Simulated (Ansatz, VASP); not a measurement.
Two plane-wave programs on Y

INCAR

```
SYSTEM = Y
PREC = Accurate
ENCUT = 520
EDIFF = 1E-6
ISMEAR = -1
SIGMA = 0.1
LREAL = .FALSE.
LASPH = .TRUE.
NELM = 80
ALGO = Normal
ISIF = 2
LWAVE = .FALSE.
LCHARG = .TRUE.
LELF = .TRUE.
LVHAR = .TRUE.
NBANDS = 18
```

KPOINTS

```
regular mesh
0
G
  17 17 10
  0 0 0
```

File POSCAR:

```
Y
1.0
    3.5392700420      0.0000000000      0.0000000000
   -1.7696350210      3.0650977672      0.0000000000
    0.0000000000      0.0000000000      5.5248319784
Y
2
Direct
    0.3333333333      0.6666666667      0.2500000000
    0.6666666667      0.3333333333      0.7500000000
```

Input for Ansatz:

```yaml
crystal:
  lattice:
    - [3.5392700421, 0.0, 0.0]
    - [-1.7696350211, 3.0650977674, 0.0]
    - [0.0, 0.0, 5.5248319776]
  atoms:
    - { symbol: "Y", position: [0.3333333333, 0.6666666667, 0.25] }
    - { symbol: "Y", position: [0.6666666667, 0.3333333333, 0.75] }
hamiltonian:
  xc: lda
  pseudopotentials:
    kind: paw
    azcp:
      "Y": "pseudopotentials/Y.paw.azcp"
basis:
  ecutwfc: 420
  fft_grid_basis: typed
kpoints:
  mp_grid: { grid: [17, 17, 10], shift: [0, 0, 0] }
magnetization:
  spin_polarized: false
scf:
  occupations: { method: fermi_dirac, width: 0.1 }
output:
  stress: true
```

Alike in both runs: task single point; functional LDA; k mesh 17 × 17 × 10; occupations fermi-dirac, width 0.1 eV; no spin polarisation.

|  | VASP | Ansatz |
| --- | --- | --- |
| version | VASP 6.6.1 | Ansatz 0.2.0 |
| potentials or method | VASP PAW LDA potentials, release 64 (Y_sv), cutoff 520 eV | plane waves (420 eV) with PAW, scalar-relativistic |
| valence electrons in the cell | 22 | 22 |

|  | VASP | Ansatz | Ansatz less VASP |
| --- | --- | --- | --- |
| pressure (GPa) | -0.1 | 0.0 | +0.14 |
| traceless stress, the component that is largest in VASP (GPa) | 0.08 | 0.06 | -0.017 |

Ansatz warns that its potentials were made for another functional, while VASP's fit it. LDA's correlation is that of Perdew and Zunger in VASP and of Perdew and Wang (1992) in Ansatz.
